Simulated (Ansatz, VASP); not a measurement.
Ga2SnO3: VASP beside Ansatz

```
CELL_PARAMETERS angstrom
3.04826 0.00000 0.00000
-1.52413 2.63987 0.00000
0.00000 0.00000 12.85504
ATOMIC_POSITIONS crystal
Ga 0.33333 0.66667 0.10980
Ga 0.66667 0.33333 0.89020
Sn 0.00000 0.00000 0.50000
O 0.33333 0.66667 0.83270
O 0.66667 0.33333 0.16730
O 0.00000 0.00000 0.00000
```

Change from the starting cell: species swapped into the NaFe2O3 type (P-3m1, No. 164).

Alike in both runs: functional PBE; k mesh 12 × 12 × 4; occupations gaussian, width 0.1 eV; no spin polarisation.

Ansatz relaxed the structure, and its values are those at the end. VASP's run is a single point on that final structure, the one shown.

```csv
,VASP,Ansatz
version,VASP 6.6.1,Ansatz 0.2.0
potentials or method,"VASP PAW PBE potentials, release 64 (Ga_d, Sn_d, O), cutoff 520 eV","scalar-relativistic, plane waves, PAW"
valence electrons in the cell,58,58
```

|  | VASP | Ansatz | Ansatz less VASP |
| --- | --- | --- | --- |
| gap on the k mesh at the Fermi level (eV) | none | none | - |
| pressure (GPa) | 0.4 | 0.0 | -0.38 |
| rms of the force components (eV/Å) | 0.012 | 0.001 | -0.0111 |

A gap of «none» marks a metal or a gap that the smearing closes.
